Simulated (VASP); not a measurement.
Set up this calculation in VASP 6.6.1, as the native input.

* Task: single point
* Functional: PBE
* Potentials or basis: VASP PAW PBE potentials, release 64 (Si, Cl)
* Cutoff: 520 eV
* k mesh: 12 × 12 × 12
* Occupations: gaussian, width 0.1 eV
* Spin: no spin polarisation
* Dipole correction: no
* Further INCAR settings: ALGO = Normal; EDIFF = 1e-06; NBANDS = 19

The structure of SiCl lies in POSCAR:

```
SiCl
1.0
    0.0000000000      3.3362942842      3.3362942842
    3.3362942842      0.0000000000      3.3362942842
    3.3362942842      3.3362942842      0.0000000000
Si Cl
2 2
Direct
    0.0000000000      0.0000000000      0.0000000000
    0.2500000000      0.2500000000      0.2500000000
    0.5000000000      0.5000000000      0.5000000000
    0.7500000000      0.7500000000      0.7500000000
```

One way to write it, as run:

INCAR

```
SYSTEM = SiCl
ALGO = Normal
EDIFF = 1E-6
ENCUT = 520
GGA = PE
ISIF = 2
ISMEAR = 0
LASPH = .True.
LCHARG = .True.
LELF = .True.
LREAL = .False.
LVHAR = .True.
LWAVE = .False.
NBANDS = 19
NELM = 80
PREC = Accurate
SIGMA = 0.1
```

KPOINTS

```
k-points
0
Gamma
  12 12 12
  0 0 0
```

Potentials or basis: VASP PAW PBE potentials, release 64 (Si, Cl).

Run with:

```console
$ cat potpaw_PBE.64/Si/POTCAR potpaw_PBE.64/Cl/POTCAR > POTCAR
$ mpirun -np 1 vasp_std > vasp.out
```

Results of the run:

* Pressure: -0.1 GPa
* Band gap on the k mesh: zero (bands 11 and 12 overlap by 1.44 eV)

It took 63 s on 1 thread of AMD EPYC 9R45 96-Core Processor (Zen 5) (shared host), peak memory 0.21 GiB.
